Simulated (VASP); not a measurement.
Write the native input for VASP 6.6.1 that does the following.

| Property | Result |
| --- | --- |
| Task | electric field gradients |
| Functional | PBE |
| Potentials or basis | VASP PAW PBE potentials, release 64 (Ag, Cl) |
| Cutoff | 520 eV |
| k mesh | 9 × 9 × 9 |
| Occupations | fermi-dirac, width 0.01 eV |
| Spin | no spin polarisation |
| Dipole correction | no |
| Further INCAR settings | ALGO = Normal; EDIFF = 1e-08; NBANDS = 16 |

The structure of AgCl lies in POSCAR:

```
AgCl
1.0
    3.4623542292      0.0000000000      0.0000000000
    0.0000000000      3.4623542292      0.0000000000
    0.0000000000      0.0000000000      3.4623542292
Ag Cl
1 1
Direct
    0.0000000000      0.0000000000      0.0000000000
    0.5000000000      0.5000000000      0.5000000000
```

The input as run:

INCAR

```
SYSTEM = AgCl
PREC = Accurate
ENCUT = 520
EDIFF = 1E-8
ISMEAR = -1
SIGMA = 0.01
LREAL = .FALSE.
LASPH = .TRUE.
NELM = 60
ALGO = Normal
ISIF = 2
LWAVE = .FALSE.
LCHARG = .FALSE.
GGA = PE
LEFG = .TRUE.
NBANDS = 16
```

KPOINTS

```
regular mesh
0
G
  9 9 9
  0 0 0
```

Potentials or basis: VASP PAW PBE potentials, release 64 (Ag, Cl).

Command:

```console
$ cat potpaw_PBE.64/Ag/POTCAR potpaw_PBE.64/Cl/POTCAR > POTCAR
$ mpirun -np 1 vasp_std > vasp.out
```

It gave:

The pressure is -1.3 GPa, the band gap on the k mesh is 0.60 eV (least direct gap 1.99 eV) and the largest electric field gradient by atom is under 0.05 V/Å² on every atom.

Caveat: semilocal functionals underestimate gaps, and a narrow one can read as zero; an odd mesh through Γ misses points on the zone boundary, where band edges can lie.

Run time: 40 s on 1 thread of Intel Xeon 8259CL (shared host), peak memory 0.17 GiB.
